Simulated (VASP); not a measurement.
Crystal: CoSi.

```xyz
8
Lattice="4.4380 0.0000 0.0000 0.0000 4.4380 0.0000 0.0000 0.0000 4.4380" Properties=species:S:1:pos:R:3 pbc="T T T"
Co    3.8167    2.8403    1.5977
Co    2.8403    1.5977    3.8167
Co    1.5977    3.8167    2.8403
Co    0.6213    0.6213    0.6213
Si    0.6968    1.5222    2.9158
Si    1.5222    2.9158    0.6968
Si    2.9158    0.6968    1.5222
Si    3.7412    3.7412    3.7412
```

Base run:

* Program: VASP 6.6.1
* Functional: PBEsol
* Potentials or basis: VASP PAW PBE potentials, release 64 (Co, Si)
* Cutoff: 520 eV
* k mesh: 5 × 5 × 5
* Occupations: fermi-dirac, width 0.05 eV
* Spin: collinear spin, ferromagnetic start
* Starting moments: [4.0, 4.0, 4.0, 4.0, 0.0, 0.0, 0.0, 0.0] μB
* Fixed moment: 16 μB

Its results: pressure 60.9 GPa; site moments Co +2.89; Si +0.46 μB; largest force 1.127 eV/Å.

Question: After a change of settings the same cell gave: pressure 0.1 GPa; site moments Co +0.95; Si +0.03 μB; largest force 0.024 eV/Å. Which change was it?
A. fixed moment from 16 μB to 6 μB; moments at the start from [4.0, 4.0, 4.0, 4.0, 0.0, 0.0, 0.0, 0.0] to [1.5, 1.5, 1.5, 1.5, 0.0, 0.0, 0.0, 0.0]
B. fixed moment from 16 μB to 8 μB; moments at the start from [4.0, 4.0, 4.0, 4.0, 0.0, 0.0, 0.0, 0.0] to [2.0, 2.0, 2.0, 2.0, 0.0, 0.0, 0.0, 0.0]
C. fixed moment from 16 μB to 4 μB; moments at the start from [4.0, 4.0, 4.0, 4.0, 0.0, 0.0, 0.0, 0.0] to [1.0, 1.0, 1.0, 1.0, 0.0, 0.0, 0.0, 0.0]
D. fixed moment from 16 μB to 2 μB; moments at the start from [4.0, 4.0, 4.0, 4.0, 0.0, 0.0, 0.0, 0.0] to [0.5, 0.5, 0.5, 0.5, 0.0, 0.0, 0.0, 0.0]

Answer: C.

Caveats: the PAW data sets were made with another functional, which shifts forces and pressure a little; the total moment is fixed, so each spin has its own Fermi level.
